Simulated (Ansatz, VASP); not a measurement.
# SbAs: VASP beside Ansatz

```
Sb As
1.0
     1.98028    1.14331    3.73176
    -1.98028    1.14331    3.73176
     0.00000   -2.28663    3.73176
Sb As
1 1
Direct
  0.50000 0.50000 0.50000
  0.00000 0.00000 0.00000
```

Alike in both runs: task single point; functional LDA; k mesh 18 × 18 × 18; occupations gaussian, width 0.15 eV; no spin polarisation.

|  | VASP | Ansatz |
| --- | --- | --- |
| version | VASP 6.6.1 | Ansatz 0.2.0 |
| potentials or method | VASP PAW LDA potentials, release 64 (Sb, As), cutoff 520 eV | scalar-relativistic, plane waves, PAW |
| valence electrons in the cell | 10 | 30 |

```tsv
	VASP	Ansatz	Ansatz less VASP
gap on the k mesh at the Fermi level (eV)	none	none	-
pressure (GPa)	-5.5	-5.6	-0.12
traceless stress, the component that is largest in VASP (GPa)	-3.88	-3.91	-0.030
```

LDA's correlation is that of Perdew and Zunger in VASP and of Perdew and Wang (1992) in Ansatz. A gap of «none» marks a metal or a gap that the smearing closes. VASP's potentials hold 10 valence electrons a cell and Ansatz's 30, so a difference there can come from the potentials and not from the codes.

Spin-orbit coupling is off throughout.
